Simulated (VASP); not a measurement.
# SnO2 (P4_2/mnm) in VASP: notebook, part 2 of 2

VASP 6.6.1. Earlier steps stand in the parts before.

## Step 4: Single point, r2SCAN (strain +0.0525 x Voigt [1, 1, 0, 0, 0, 0])

Input file POSCAR:

```
SnO2
1.0
    5.0101278424      0.0000000000      0.0000000000
    0.0000000000      5.0101278424      0.0000000000
    0.0000000000      0.0000000000      3.2005650988
Sn O
2 4
Direct
    0.0000000000      0.0000000000      0.0000000000
    0.5000000000      0.5000000000      0.5000000000
    0.3058934984      0.3058934984      0.0000000000
    0.1941065016      0.8058934984      0.5000000000
    0.6941065016      0.6941065016      0.0000000000
    0.8058934984      0.1941065016      0.5000000000
```

Input file INCAR.step1:

```
SYSTEM = SnO2
PREC = Accurate
ENCUT = 520
ISMEAR = 0
SIGMA = 0.05
LREAL = .FALSE.
LASPH = .TRUE.
NELM = 100
NBANDS = 35
GGA = PE
ALGO = Normal
EDIFF = 1E-4
LWAVE = .TRUE.
LCHARG = .FALSE.
```

Input file INCAR.step2:

```
SYSTEM = SnO2
PREC = Accurate
ENCUT = 520
EDIFF = 1E-6
ISMEAR = 0
SIGMA = 0.05
LREAL = .FALSE.
LASPH = .TRUE.
NELM = 100
ALGO = Normal
ISIF = 2
LWAVE = .FALSE.
LCHARG = .FALSE.
METAGGA = R2SCAN
LMIXTAU = .TRUE.
NBANDS = 35
ISTART = 1
```

Input file KPOINTS:

```
regular mesh
0
G
  6 6 8
  0 0 0
```

Potentials or basis: VASP PAW PBE potentials, release 64 (Sn_d, O).

Command:

```
cat potpaw_PBE.64/Sn_d/POTCAR potpaw_PBE.64/O/POTCAR > POTCAR
cp INCAR.step1 INCAR
mpirun -np 1 vasp_std > vasp.out
cp INCAR.step2 INCAR
mpirun -np 1 vasp_std > vasp.out
```

OUTCAR:

```text
SYSTEM = SnO2
   PREC = Accurate
   ENCUT = 520
   EDIFF = 1E-6
   ISMEAR = 0
   LREAL = .FALSE.
   LASPH = .TRUE.
   NELM = 100
   ISIF = 2
   METAGGA = R2SCAN
   ISTART = 1

 ion  position               nearest neighbor table
   1  0.000  0.000  0.000-   4 2.11   6 2.11   4 2.11   6 2.11   5 2.17   3 2.17
   2  0.500  0.500  0.500-   3 2.11   5 2.11   3 2.11   5 2.11   4 2.17   6 2.17
   3  0.306  0.306  0.000-   2 2.11   2 2.11   1 2.17
   4  0.194  0.806  0.500-   1 2.11   1 2.11   2 2.17
   5  0.694  0.694  0.000-   2 2.11   2 2.11   1 2.17
   6  0.806  0.194  0.500-   1 2.11   1 2.11   2 2.17

  LATTYP: Found a simple tetragonal cell.
 ALAT       =     5.0101278424
 C/A-ratio  =     0.6388190480

  Lattice vectors:

 A1 = (   5.0101278424,   0.0000000000,   0.0000000000)
 A2 = (   0.0000000000,   5.0101278424,   0.0000000000)
 A3 = (   0.0000000000,   0.0000000000,   3.2005650988)

Analysis of symmetry for initial positions (statically):
=====================================================================
 Subroutine PRICEL returns:
 Original cell was already a primitive cell.

 Routine SETGRP: Setting up the symmetry group for a
 simple tetragonal supercell.

 Subroutine GETGRP returns: Found 16 space group operations
 (whereof  8 operations were pure point group operations)
 out of a pool of 16 trial point group operations.

The static configuration has the point symmetry D_2h.
 The point group associated with its full space group is D_4h.

Analysis of symmetry for dynamics (positions and initial velocities):
=====================================================================
 Subroutine PRICEL returns:
 Original cell was already a primitive cell.

 Routine SETGRP: Setting up the symmetry group for a
 simple tetragonal supercell.

 Subroutine GETGRP returns: Found 16 space group operations
 (whereof  8 operations were pure point group operations)
 out of a pool of 16 trial point group operations.

[... 131 lines left out ...]
  Fermi-wavevector in a.u.,A,eV,Ry     =   1.416124  2.676086 27.285209  2.005406
  Thomas-Fermi vector in A             =   2.537491
   LORBIT       =      0    0 simple, 1 ext, 2 COOP (PROOUT), +10 PAW based schemes
   METAGGA = R2SCAN    functional components
   LHFCALC =     F    Hartree Fock is set to
   AEXX    =    0.0000 exact exchange contribution
   IVDW    =     0    specifies the selected vdW correction
   LEPSILON=     F    determine dielectric tensor
   LRPA    =     F    only Hartree local field effects (RPA)
 non-spin polarized calculation
 Gauss-broadening in eV      SIGMA  =   0.05
  energy-cutoff  :      520.00
  volume of cell :       80.34
 maximum number of plane-waves:      2188
 NGX is ok and might be reduce to    40
   NGX = 19   NGY = 19   NGZ = 11

 number of electron      52.0000015 magnetization

 Free energy of the ion-electron system (eV)
  ---------------------------------------------------
  ext. energy  EPLUGINS =         0.00000000
  ---------------------------------------------------
  free energy    TOTEN  =       -84.21505510 eV

  energy without entropy =      -84.21505510  energy(sigma->0) =      -84.21505510

 E-fermi :   4.5973     XC(G=0): -11.3749

 val. band max:        4.3950579747   @ k =   0.0000   0.0000   0.0000
 cond. band min:       5.2353512938   @ k =   0.0000   0.0000   0.0000
 fundamental gap:      0.8402933190
 Fermi energy:         4.5972792414

 k-point     1 :       0.0000    0.0000    0.0000
  band No.  band energies     occupation
      1     -17.2401      2.00000
      2     -16.6404      2.00000
      3     -16.3791      2.00000
      4     -16.3791      2.00000
      5     -16.3740      2.00000
      6     -16.2823      2.00000
[... 901 lines left out ...]
     34      16.6215      0.00000
     35      17.1734      0.00000

 [... further k-points ...]

------------------------ aborting loop because EDIFF is reached ----------------------------------------

  FORCE on cell =-STRESS in cart. coord.  units (eV):
  Direction    XX          YY          ZZ          XY          YZ          ZX
  --------------------------------------------------------------------------------------
  -------------------------------------------------------------------------------------
  Total       -8.2918297     -8.2918297     -5.6913524     -0.0000000      0.0000000      0.0000000
  in kB     -165.3623649   -165.3623649   -113.5015468     -0.0000000      0.0000000      0.0000000
  external PRESSURE =    -148.0754255 kB  Pullay stress =       0.0000000 kB

 VOLUME and BASIS-vectors are now :
 -----------------------------------------------------------------------------
  energy-cutoff  :      520.00
  volume of cell :       80.34
      direct lattice vectors                 reciprocal lattice vectors
     5.010127842  0.000000000  0.000000000     0.199595705  0.000000000  0.000000000
     0.000000000  5.010127842  0.000000000     0.000000000  0.199595705  0.000000000
     0.000000000  0.000000000  3.200565099     0.000000000  0.000000000  0.312444824

 POSITION                                       TOTAL-FORCE (eV/Angst)
 -----------------------------------------------------------------------------------
      0.00000      0.00000      0.00000         0.000000      0.000000      0.000000
      2.50506      2.50506      1.60028         0.000000      0.000000      0.000000
      1.53257      1.53257      0.00000         0.264507      0.264507     -0.000000
      0.97250      4.03763      1.60028        -0.264507      0.264507      0.000000
      3.47756      3.47756      0.00000        -0.264507     -0.264507      0.000000
      4.03763      0.97250      1.60028         0.264507     -0.264507      0.000000
 -----------------------------------------------------------------------------------
    total drift:                                0.000000     -0.000000     -0.000000

  FREE ENERGIE OF THE ION-ELECTRON SYSTEM (eV)
  ---------------------------------------------------
  free  energy   TOTEN  =       -84.2150550986 eV

  energy  without entropy=      -84.2150550986  energy(sigma->0) =      -84.21505510
```

Run time: 8.9 min. Hardware: 1 thread of Intel Xeon 8259CL, shared host; peak memory 0.27 GiB.

Results:

```
Free energy            : -84.2151 eV
Pressure               : -14.8 GPa
Largest force          : 0.374 eV/Å
Band gap on the k mesh : 0.84 eV
```

Forces on the atoms (eV/Å):
```
Sn   0.000  0.000  0.000
Sn   0.000  0.000  0.000
O    0.265  0.265  0.000
O   -0.265  0.265  0.000
O   -0.265 -0.265  0.000
O    0.265 -0.265  0.000
```

Stress tensor (GPa, compression positive):
```
-16.54   0.00   0.00
  0.00 -16.54   0.00
  0.00   0.00 -11.35
```

Caveat: the cell differs from its parent crystal (strain +0.0525 x Voigt [1, 1, 0, 0, 0, 0]); the stress differs along the axes, from -17 to -11 GPa; the PAW data sets were made with another functional, which shifts forces and pressure a little; spin-orbit coupling is left out, which moves the levels of the heavy elements.

## Step 5: Single point, r2SCAN (strain +0.0600 x Voigt [1, 1, 0, 0, 0, 0])

Changes to POSCAR since step 4:

```diff
@@ -2,4 +2,4 @@
 1.0
-    5.0101278424      0.0000000000      0.0000000000
-    0.0000000000      5.0101278424      0.0000000000
+    5.0458294659      0.0000000000      0.0000000000
+    0.0000000000      5.0458294659      0.0000000000
     0.0000000000      0.0000000000      3.2005650988
```

Input file INCAR.step1:

```
PREC = Accurate ; ENCUT = 520
ISMEAR = 0 ; SIGMA = 0.05
LREAL = F ; LASPH = T
NELM = 100 ; NBANDS = 35
GGA = PE ; ALGO = Normal
EDIFF = 1E-4 ; LWAVE = T
LCHARG = F
```

Input file INCAR.step2:

```
PREC = Accurate ; ENCUT = 520
EDIFF = 1E-6 ; ISMEAR = 0
SIGMA = 0.05 ; LREAL = F
LASPH = T ; NELM = 100
ALGO = Normal ; ISIF = 2
LWAVE = F ; LCHARG = T
METAGGA = R2SCAN ; LMIXTAU = T
LELF = T ; LVHAR = T
NBANDS = 35 ; ISTART = 1
```

Input file KPOINTS:

```
regular mesh
0
Gamma
  6 6 8
```

Command:

```
cat potpaw_PBE.64/Sn_d/POTCAR potpaw_PBE.64/O/POTCAR > POTCAR
cp INCAR.step1 INCAR
mpirun -np 1 vasp_std > vasp.out
cp INCAR.step2 INCAR
mpirun -np 1 vasp_std > vasp.out
```

Run time: 7.3 min. Hardware: 1 thread of Intel Xeon 8259CL, shared host; peak memory 0.27 GiB.

It converged, with:

```yaml
Free_energy: -84.0921 eV
Pressure: -16.4 GPa
Largest_force: 0.456 eV/Å
Band_gap_on_the_k_mesh: 0.73 eV
```

Forces on the atoms (eV/Å):
```
Sn   0.000  0.000  0.000
Sn   0.000  0.000  0.000
O    0.322  0.322  0.000
O   -0.322  0.322  0.000
O   -0.322 -0.322  0.000
O    0.322 -0.322  0.000
```

Stress tensor (GPa, compression positive):
```
-18.25   0.00   0.00
  0.00 -18.25   0.00
  0.00   0.00 -12.61
```

Levels at points of the mesh, in eV from the valence-band top:
```
           k point  band 23  band 24  band 25  band 26  band 27  band 28  band 29  band 30
(0.00, 0.00, 0.00)    -1.11    -0.74    -0.74     0.00     0.73     6.15     6.73     6.73
(0.50, 0.00, 0.00)    -1.06    -1.06    -0.60    -0.60     3.82     3.82     7.54     7.54
(0.50, 0.50, 0.00)    -1.15    -1.15    -0.89    -0.89     4.34     4.34     7.63     7.63
(0.00, 0.00, 0.50)    -1.35    -1.35    -1.10    -1.10     5.54     5.54     9.41     9.41
(0.50, 0.00, 0.50)    -0.95    -0.95    -0.84    -0.84     5.74     5.74     7.54     7.54
(0.50, 0.50, 0.50)    -0.88    -0.88    -0.78    -0.78     4.32     4.32     8.93     8.93
```

Caveat: the cell differs from its parent crystal (strain +0.0600 x Voigt [1, 1, 0, 0, 0, 0]); the stress differs along the axes, from -18 to -13 GPa; semilocal functionals underestimate gaps, and a narrow one can read as zero; the PAW data sets were made with another functional, which shifts forces and pressure a little; spin-orbit coupling is left out, which moves the levels of the heavy elements.

## Step 6: Overview

```tsv
cell	gap on the mesh (eV)	pressure (GPa)	largest force (eV/Å)
a = 4.903, b = 4.903, c = 3.201 Å, 6 atoms	1.21	-9.2	0.16
a = 4.974, b = 4.974, c = 3.201 Å, 6 atoms	0.96	-13.1	0.30
a = 5.010, b = 5.010, c = 3.201 Å, 6 atoms	0.84	-14.8	0.37
a = 5.046, b = 5.046, c = 3.201 Å, 6 atoms	0.73	-16.4	0.46
```

Alike in all rows: task single point; level r2SCAN; potentials or basis VASP PAW PBE potentials, release 64 (Sn_d, O); no spin polarisation; k mesh 6 × 6 × 8; cutoff (eV) 520; smearing gaussian 0.05 eV.

Caveats: the PAW data sets were made with another functional, which shifts forces and pressure a little; spin-orbit coupling is left out, which moves the levels of the heavy elements; the cell stands under tension (at least some runs); the stress differs along the axes, from -17 to -11 GPa (at least some runs); the stress differs along the axes, from -18 to -13 GPa (at least some runs); semilocal functionals underestimate gaps, and a narrow one can read as zero (at least some runs).

Total energies depend on the potentials used, so only differences within one code and one set of settings carry meaning.
